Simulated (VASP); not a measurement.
Wanted: the native input for a VASP 6.6.1 run.

```
Task                   : single point
Functional             : PBEsol
Potentials or basis    : VASP PAW PBE potentials, release 64 (Ga_d, N)
Cutoff                 : 520 eV
k mesh                 : 9 × 9 × 5
Occupations            : gaussian, width 0.02 eV
Spin                   : no spin polarisation
Dipole correction      : no
Further INCAR settings : ALGO = Normal; EDIFF = 1e-06; NBANDS = 26
```

The structure of GaN lies in POSCAR:

```
GaN
1.0
    3.2300235096      0.0000000000      0.0000000000
   -1.6150117548      2.7972824142      0.0000000000
    0.0000000000      0.0000000000      5.1478783725
Ga N
2 2
Direct
    0.3333333333      0.6666666667     -0.0026223193
    0.6666666667      0.3333333333      0.4973776807
    0.3333333333      0.6666666667      0.3776223193
    0.6666666667      0.3333333333      0.8776223193
```

One way to write it, as run:

INCAR

```
PREC = Accurate
ENCUT = 520
EDIFF = 1E-6
ISMEAR = 0
SIGMA = 0.02
LREAL = F
LASPH = T
NELM = 80
ALGO = Normal
ISIF = 2
LWAVE = F
LCHARG = F
GGA = PS
NBANDS = 26
```

KPOINTS

```
Automatic mesh
0
Gamma
  9 9 5
```

Potentials or basis: VASP PAW PBE potentials, release 64 (Ga_d, N).

Command:

```sh
$ cat potpaw_PBE.64/Ga_d/POTCAR potpaw_PBE.64/N/POTCAR > POTCAR
$ mpirun -np 1 vasp_std > vasp.out
```

It gave:

```yaml
Pressure: -4.3 GPa
Band_gap_on_the_k_mesh: 1.73 eV, direct
```

Caveat: the PAW data sets were made with another functional, which shifts forces and pressure a little.

It took 32 s on 1 thread of Intel(R) Xeon(R) 6975P-C (Granite Rapids), with other jobs on the host, peak memory 0.17 GiB.
